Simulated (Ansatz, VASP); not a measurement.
## Zn in VASP and in Ansatz

```
Zn
1.0
     0.00000    1.96827    1.96827
     1.96827    0.00000    1.96827
     1.96827    1.96827    0.00000
Zn
1
Direct
  0.00000 0.00000 0.00000
```

Alike in both runs: functional PBE; k mesh 8 × 8 × 8; occupations gaussian, width 0.1 eV; no spin polarisation.

Ansatz relaxed the structure, and its values are those at the end. VASP's run is a single point on that final structure, the one shown.

```csv
,VASP,Ansatz
version,VASP 6.6.1,Ansatz 0.2.0
potentials or method,"VASP PAW PBE potentials, release 64 (Zn), cutoff 500 eV","scalar-relativistic, plane waves, PAW"
valence electrons in the cell,12,12
```

|  | VASP | Ansatz | Ansatz less VASP |
| --- | --- | --- | --- |
| gap on the k mesh at the Fermi level (eV) | none | none | - |
| pressure (GPa) | 0.2 | -0.2 | -0.38 |

A gap of «none» marks a metal or a gap that the smearing closes.
